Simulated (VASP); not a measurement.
# SnSe (Pnma) in VASP: single point with LDA

Aim: the single point of SnSe with LDA.

All numbers are computed with VASP 6.6.1; they aren't measurements. Logs are shortened: lines on timing, memory, paths and dates and some standing lists are left out, and cuts for length are marked.

## (1) The cell of the first run

It takes space group Pnma (No. 62, orthorhombic). Conventional cell: a = 11.310 Å, b = 4.114 Å, c = 4.321 Å, α = 90.00°, β = 90.00°, γ = 90.00°. Sn (site symmetry m) has 6 Se at 2.74 to 3.36 Å and 2 Sn at 3.46 Å within 3.6 Å. Se (site symmetry m) has 6 Sn at 2.74 to 3.36 Å within 3.6 Å.

## (2) Single point, LDA

INCAR

```
ALGO = Normal
EDIFF = 1E-6
ENCUT = 520
GGA = CA
ISIF = 2
ISMEAR = 0
LASPH = True
LCHARG = False
LREAL = False
LWAVE = False
NBANDS = 50
NELM = 60
PREC = Accurate
SIGMA = 0.02
```

KPOINTS

```
k-points
0
Gamma
  4 8 8
```

POSCAR

```
SnSe
1.0
   11.3103181132      0.0000000000      0.0000000000
    0.0000000000      4.1141814985      0.0000000000
    0.0000000000      0.0000000000      4.3210547637
Sn Se
4 4
Direct
    0.1171663566      0.2500000000      0.0956499824
    0.3828336434      0.7500000000      0.5956499824
    0.6171663566      0.2500000000      0.4043500176
    0.8828336434      0.7500000000      0.9043500176
    0.3576501935      0.2500000000      0.0243656384
    0.1423498065      0.7500000000      0.5243656384
    0.8576501935      0.2500000000      0.4756343616
    0.6423498065      0.7500000000      0.9756343616
```

Potentials or basis: VASP PAW LDA potentials, release 64 (Sn_d, Se).

Command:

```bash
$ cat potpaw_LDA.64/Sn_d/POTCAR potpaw_LDA.64/Se/POTCAR > POTCAR
$ mpirun -np 1 vasp_std > vasp.out
```

OUTCAR:

```text
EDIFF = 1E-6
   ENCUT = 520
   GGA = CA
   ISIF = 2
   ISMEAR = 0
   LASPH = True
   LREAL = False
   NELM = 60
   PREC = Accurate

 ion  position               nearest neighbor table
   1  0.117  0.250  0.096-   5 2.74   6 2.78   6 2.78   6 3.23   6 3.23   4 3.46   4 3.46
   2  0.383  0.750  0.596-   6 2.74   5 2.78   5 2.78   5 3.23   5 3.23   3 3.46   3 3.46
   3  0.617  0.250  0.404-   7 2.74   8 2.78   8 2.78   8 3.23   8 3.23   2 3.46   2 3.46
   4  0.883  0.750  0.904-   8 2.74   7 2.78   7 2.78   7 3.23   7 3.23   1 3.46   1 3.46
   5  0.358  0.250  0.024-   1 2.74   2 2.78   2 2.78   2 3.23   2 3.23
   6  0.142  0.750  0.524-   2 2.74   1 2.78   1 2.78   1 3.23   1 3.23
   7  0.858  0.250  0.476-   3 2.74   4 2.78   4 2.78   4 3.23   4 3.23
   8  0.642  0.750  0.976-   4 2.74   3 2.78   3 2.78   3 3.23   3 3.23

  LATTYP: Found a simple orthorhombic cell.
 ALAT       =     4.1141814985
 B/A-ratio  =     1.0502829701
 C/A-ratio  =     2.7491052880

  Lattice vectors:

 A1 = (   0.0000000000,   4.1141814985,   0.0000000000)
 A2 = (   0.0000000000,   0.0000000000,   4.3210547637)
 A3 = (  11.3103181132,   0.0000000000,   0.0000000000)

Analysis of symmetry for initial positions (statically):
=====================================================================
 Subroutine PRICEL returns:
 Original cell was already a primitive cell.

 Routine SETGRP: Setting up the symmetry group for a
 simple orthorhombic supercell.

 Subroutine GETGRP returns: Found  8 space group operations
 (whereof  2 operations were pure point group operations)
 out of a pool of  8 trial point group operations.

The static configuration has the point symmetry S_2 .
 The point group associated with its full space group is D_2h.

Analysis of symmetry for dynamics (positions and initial velocities):
=====================================================================
 Subroutine PRICEL returns:
 Original cell was already a primitive cell.

 Routine SETGRP: Setting up the symmetry group for a
 simple orthorhombic supercell.

 Subroutine GETGRP returns: Found  8 space group operations
 (whereof  2 operations were pure point group operations)
 out of a pool of  8 trial point group operations.

The dynamic configuration has the point symmetry S_2 .
 The point group associated with its full space group is D_2h.

 Subroutine INISYM returns: Found  8 space group operations
 (whereof  2 operations are pure point group operations),
 and found     1 'primitive' translations

----------------------------------------------------------------------------------------

                                     Primitive cell

  volume of cell :     201.0704

  direct lattice vectors                    reciprocal lattice vectors
    11.310318113  0.000000000  0.000000000     0.088414843  0.000000000  0.000000000
     0.000000000  4.114181498  0.000000000     0.000000000  0.243061712  0.000000000
     0.000000000  0.000000000  4.321054764     0.000000000  0.000000000  0.231424977

  length of vectors
    11.310318113  4.114181498  4.321054764     0.088414843  0.243061712  0.231424977

  position of ions in fractional coordinates (direct lattice)
     0.117166357  0.250000000  0.095649982
     0.382833643  0.750000000  0.595649982
     0.617166357  0.250000000  0.404350018
     0.882833643  0.750000000  0.904350018
     0.357650193  0.250000000  0.024365638
     0.142349807  0.750000000  0.524365638
     0.857650193  0.250000000  0.475634362
     0.642349807  0.750000000  0.975634362

  ion indices of the primitive-cell ions
   primitive index   ion index
                 1           1
                 2           2
                 3           3
                 4           4
                 5           5
                 6           6
                 7           7
                 8           8

----------------------------------------------------------------------------------------

 KPOINTS: k-points

Automatic generation of k-mesh.
 Grid dimensions read from file:
 generate k-points for:    4    8    8

 Generating k-lattice:

  Cartesian coordinates                     Fractional coordinates (reciprocal lattice)
     0.022103711  0.000000000  0.000000000     0.250000000  0.000000000  0.000000000
     0.000000000  0.030382714  0.000000000     0.000000000  0.125000000  0.000000000
     0.000000000  0.000000000  0.028928122     0.000000000  0.000000000  0.125000000

  Length of vectors
     0.022103711  0.030382714  0.028928122

  Shift w.r.t. Gamma in fractional coordinates (k-lattice)
     0.000000000  0.000000000  0.000000000

 Subroutine IBZKPT returns following result:
 ===========================================

 Found     75 irreducible k-points:

 Following reciprocal coordinates:
            Coordinates               Weight
  0.000000  0.000000  0.000000      1.000000
  0.250000  0.000000  0.000000      2.000000
  0.500000  0.000000  0.000000      1.000000
  0.000000  0.125000  0.000000      2.000000
  0.250000  0.125000  0.000000      4.000000
  0.500000  0.125000  0.000000      2.000000
[... 16 lines left out ...]
  0.250000  0.250000  0.125000      8.000000
  0.500000  0.250000  0.125000      4.000000
 [... further k-points ...]
   k-points           NKPTS =     75   k-points in BZ     NKDIM =     75   number of bands    NBANDS=     50
   number of dos      NEDOS =    301   number of ions     NIONS =      8
   total plane-waves  NPLWV =  86016
   dimension x,y,z NGX =    84 NGY =   32 NGZ =   32
   dimension x,y,z NGXF=   168 NGYF=   64 NGZF=   64
   ions per type =               4   4
   NGX,Y,Z   is equivalent  to a cutoff of  12.35, 12.93, 12.31 a.u.
   NGXF,Y,Z  is equivalent  to a cutoff of  24.69, 25.86, 24.62 a.u.
 SYSTEM =  unknown system
   PREC   = accura    normal or accurate (medium, high low for compatibility)
   ISTART =      0    job   : 0-new  1-cont  2-samecut
   ICHARG =      2    charge: 1-file 2-atom 10-const
   ISPIN  =      1    spin polarized calculation?
   LNONCOLLINEAR =      F non collinear calculations
   LSORBIT =      F    spin-orbit coupling
   LASPH  =      T    aspherical Exc in radial PAW
   ENCUT  =  520.0 eV  38.22 Ry    6.18 a.u.  21.03  7.65  8.03*2*pi/ulx,y,z
   NELM   =     60;   NELMIN=  2; NELMDL= -5     # of ELM steps
   EDIFF  = 0.1E-05   stopping-criterion for ELM
   LREAL  =      F    real-space projection
   EDIFFG = 0.1E-04   stopping-criterion for IOM
   NSW    =      0    number of steps for IOM
   IBRION =     -1    ionic relax: 0-MD 1-quasi-New 2-CG
   NFREE  =      0    steps in history (QN), initial steepest desc. (CG)
   ISIF   =      2    stress and relaxation
   ISYM   =      2    0-nonsym 1-usesym 2-fastsym
   POTIM  = 0.5000    time-step for ionic-motion
   TEBEG  =    0.0;   TEEND  =   0.0 temperature during run
   PSTRESS=    0.0 pullay stress
   NELECT =      80.0000    total number of electrons
   NUPDOWN=      -1.0000    fix difference up-down
   EMIN   =  10.00;   EMAX   =-10.00  energy-range for DOS
   EFERMI =   0.00;   METHOD = LEGACY
   ISMEAR =     0;   SIGMA  =   0.02  broadening in eV -4-tet -1-fermi 0-gaus
   EFERMI_NEDOS =   21; number of points for ismear=-14 and -15
   IALGO  =     38    algorithm
   IMIX   =      4    mixing-type and parameters
     AMIX     =   0.40;   BMIX     =  1.00
     AMIX_MAG =   1.60;   BMIX_MAG =  1.00
  volume/ion in A,a.u.               =      25.13       169.61
  Fermi-wavevector in a.u.,A,eV,Ry     =   1.204080  2.275382 19.725857  1.449810
  Thomas-Fermi vector in A             =   2.339816
   LORBIT       =      0    0 simple, 1 ext, 2 COOP (PROOUT), +10 PAW based schemes
   GGA     = CA    functional components
   LHFCALC =     F    Hartree Fock is set to
   AEXX    =    0.0000 exact exchange contribution
   IVDW    =     0    specifies the selected vdW correction
   LEPSILON=     F    determine dielectric tensor
   LRPA    =     F    only Hartree local field effects (RPA)
 non-spin polarized calculation
 Gauss-broadening in eV      SIGMA  =   0.02
  energy-cutoff  :      520.00
  volume of cell :      201.07
 maximum number of plane-waves:      5452
   NGX = 43   NGY = 15   NGZ = 17

 number of electron      80.0000007 magnetization

 Free energy of the ion-electron system (eV)
  ---------------------------------------------------
  ext. energy  EPLUGINS =         0.00000000
  ---------------------------------------------------
  free energy    TOTEN  =       -38.02090904 eV

  energy without entropy =      -38.02090904  energy(sigma->0) =      -38.02090904

 E-fermi :   6.1682     XC(G=0): -10.2671

 val. band max:        6.0340445824   @ k =   0.0000   0.0000   0.3750
 cond. band min:       6.4589766349   @ k =   0.0000   0.0000   0.1250
 fundamental gap:      0.4249320524
 Fermi energy:         6.1682268625

 k-point     1 :       0.0000    0.0000    0.0000
  band No.  band energies     occupation
      1     -15.3009      2.00000
      2     -15.2790      2.00000
      3     -15.2765      2.00000
      4     -15.2713      2.00000
      5     -15.2704      2.00000
      6     -15.2701      2.00000
[... 42 lines left out ...]
     49      10.6462      0.00000
     50      10.8508      0.00000

 k-point     2 :       0.2500    0.0000    0.0000
  band No.  band energies     occupation
      1     -15.2987      2.00000
      2     -15.2845      2.00000
      3     -15.2756      2.00000
      4     -15.2713      2.00000
      5     -15.2712      2.00000
      6     -15.2686      2.00000
[... 42 lines left out ...]
     49      10.8248      0.00000
     50      11.0068      0.00000

 k-point     3 :       0.5000    0.0000    0.0000
  band No.  band energies     occupation
      1     -15.2927      2.00000
      2     -15.2927      2.00000
      3     -15.2735      2.00000
      4     -15.2735      2.00000
      5     -15.2702      2.00000
      6     -15.2702      2.00000
[... 42 lines left out ...]
     49      10.9720      0.00000
     50      10.9733      0.00000

 k-point     4 :       0.0000    0.1250    0.0000
  band No.  band energies     occupation
      1     -15.2961      2.00000
      2     -15.2757      2.00000
      3     -15.2746      2.00000
      4     -15.2738      2.00000
      5     -15.2731      2.00000
      6     -15.2711      2.00000
[... 999 lines left out ...]
 k-point    23 :       0.2500    0.2500    0.1250
  band No.  band energies     occupation
      1     -15.2861      2.00000
      2     -15.2818      2.00000
      3     -15.2783      2.00000
      4     -15.2746      2.00000
      5     -15.2728      2.00000
      6     -15.2695      2.00000
[... 42 lines left out ...]
     49      10.2736      0.00000
     50      10.6987      0.00000

 k-point    24 :       0.5000    0.2500    0.1250
  band No.  band energies     occupation
      1     -15.2845      2.00000
      2     -15.2845      2.00000
      3     -15.2761      2.00000
      4     -15.2761      2.00000
      5     -15.2702      2.00000
      6     -15.2702      2.00000
[... 42 lines left out ...]
     49      10.1818      0.00000
     50      10.1818      0.00000

 [... further k-points ...]
[... 5 lines left out ...]
  --------------------------------------------------------------------------------------
  -------------------------------------------------------------------------------------
  Total        0.1699473      0.1307417      0.1365372      0.0000000     -0.0000000      0.0000000
  in kB        1.3541811      1.0417817      1.0879616      0.0000000     -0.0000000      0.0000000
  external PRESSURE =       1.1613081 kB  Pullay stress =       0.0000000 kB

 VOLUME and BASIS-vectors are now :
 -----------------------------------------------------------------------------
  energy-cutoff  :      520.00
  volume of cell :      201.07
      direct lattice vectors                 reciprocal lattice vectors
    11.310318113  0.000000000  0.000000000     0.088414843  0.000000000  0.000000000
     0.000000000  4.114181498  0.000000000     0.000000000  0.243061712  0.000000000
     0.000000000  0.000000000  4.321054764     0.000000000  0.000000000  0.231424977

 POSITION                                       TOTAL-FORCE (eV/Angst)
 -----------------------------------------------------------------------------------
      1.32519      1.02855      0.41331        -0.025146      0.000000     -0.016147
      4.32997      3.08564      2.57384         0.025146     -0.000000     -0.016147
      6.98035      1.02855      1.74722        -0.025146      0.000000      0.016147
      9.98513      3.08564      3.90775         0.025146     -0.000000      0.016147
      4.04514      1.02855      0.10529         0.012305      0.000000      0.012964
      1.61002      3.08564      2.26581        -0.012305     -0.000000      0.012964
      9.70030      1.02855      2.05524         0.012305      0.000000     -0.012964
      7.26518      3.08564      4.21577        -0.012305      0.000000     -0.012964
 -----------------------------------------------------------------------------------
    total drift:                                0.000000     -0.000000     -0.000000

  FREE ENERGIE OF THE ION-ELECTRON SYSTEM (eV)
  ---------------------------------------------------
  free  energy   TOTEN  =       -38.0209090352 eV

  energy  without entropy=      -38.0209090352  energy(sigma->0) =      -38.02090904
```

Run time: 9.3 min. Hardware: 1 thread of Oxide Virtual Turin-like, shared host; peak memory 0.58 GiB.

Results:

```
Free energy            : -38.0209 eV
Pressure               : 0.1 GPa
Largest force          : 0.030 eV/Å
Band gap on the k mesh : 0.42 eV (least direct gap 0.74 eV)
```

Forces in eV/Å, atoms in the order of the input:
```
Sn  -0.025  0.000 -0.016
Sn   0.025  0.000 -0.016
Sn  -0.025  0.000  0.016
Sn   0.025  0.000  0.016
Se   0.012  0.000  0.013
Se  -0.012  0.000  0.013
Se   0.012  0.000 -0.013
Se  -0.012  0.000 -0.013
```

Caveat: spin-orbit coupling is left out, which moves the levels of the heavy elements.
